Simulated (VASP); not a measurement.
Write the native input for VASP 6.6.1 that does the following.

| Property | Result |
| --- | --- |
| Task | single point |
| Functional | PBE |
| Dispersion | D3(BJ) |
| Potentials or basis | VASP PAW PBE potentials, release 64 (H, C, O) |
| Cutoff | 520 eV |
| k mesh | 4 × 4 × 4 |
| Occupations | gaussian, width 0.02 eV |
| Spin | no spin polarisation |
| Dipole correction | no |
| Further INCAR settings | LREAL = Auto; ALGO = Normal; EDIFF = 1e-07; NBANDS = 90 |

The structure of HCO2 lies in POSCAR:

```
HCO2
1.0
    6.1798156673      0.0000000000      0.0000000000
    0.0000000000      7.6177860655      0.0000000000
    0.0000000000      0.0000000000      6.6694765038
H C O
8 8 16
Direct
    0.8446965512      0.3040101177      0.4056279512
    0.1553034488      0.8040101177      0.0943720488
    0.6553034488      0.6959898823      0.9056279512
    0.3446965512      0.1959898823      0.5943720488
    0.1553034488      0.6959898823      0.5943720488
    0.8446965512      0.1959898823      0.9056279512
    0.3446965512      0.3040101177      0.0943720488
    0.6553034488      0.8040101177      0.4056279512
    0.9163778211      0.0569211494      0.4434362993
    0.0836221789      0.5569211494      0.0565637007
    0.5836221789      0.9430788506      0.9434362993
    0.4163778211      0.4430788506      0.5565637007
    0.0836221789      0.9430788506      0.5565637007
    0.9163778211      0.4430788506      0.9434362993
    0.4163778211      0.0569211494      0.0565637007
    0.5836221789      0.5569211494      0.4434362993
    0.7683332270      0.9929255330      0.3451661821
    0.2316667730      0.4929255330      0.1548338179
    0.7316667730      0.0070744670      0.8451661821
    0.2683332270      0.5070744670      0.6548338179
    0.2316667730      0.0070744670      0.6548338179
    0.7683332270      0.5070744670      0.8451661821
    0.2683332270      0.9929255330      0.1548338179
    0.7316667730      0.4929255330      0.3451661821
    0.9561374329      0.2237717334      0.4689861521
    0.0438625671      0.7237717334      0.0310138479
    0.5438625671      0.7762282666      0.9689861521
    0.4561374329      0.2762282666      0.5310138479
    0.0438625671      0.7762282666      0.5310138479
    0.9561374329      0.2762282666      0.9689861521
    0.4561374329      0.2237717334      0.0310138479
    0.5438625671      0.7237717334      0.4689861521
```

The input as run:

INCAR

```
SYSTEM = HCO2
PREC = Accurate
ENCUT = 520
EDIFF = 1E-7
ISMEAR = 0
SIGMA = 0.02
LREAL = Auto
LASPH = .TRUE.
NELM = 100
ALGO = Normal
ISIF = 2
LWAVE = .FALSE.
LCHARG = .FALSE.
GGA = PE
IVDW = 12
NBANDS = 90
```

KPOINTS

```
Automatic mesh
0
G
  4 4 4
  0 0 0
```

Potentials or basis: VASP PAW PBE potentials, release 64 (H, C, O).

Launch:

```sh
$ cat potpaw_PBE.64/H/POTCAR potpaw_PBE.64/C/POTCAR potpaw_PBE.64/O/POTCAR > POTCAR
$ mpirun -np 1 vasp_std > vasp.out
```

Results of the run:

```json
{"Pressure": "0.9 GPa", "Largest force": "0.426 eV/Å", "Band gap on the k mesh": "3.21 eV, direct", "Dispersion energy per atom": "-0.072 eV"}
```

Run time: 17 min on 1 thread of AMD EPYC 7R43 64-Core Processor (Zen 3), with other jobs on the host, peak memory 0.66 GiB.
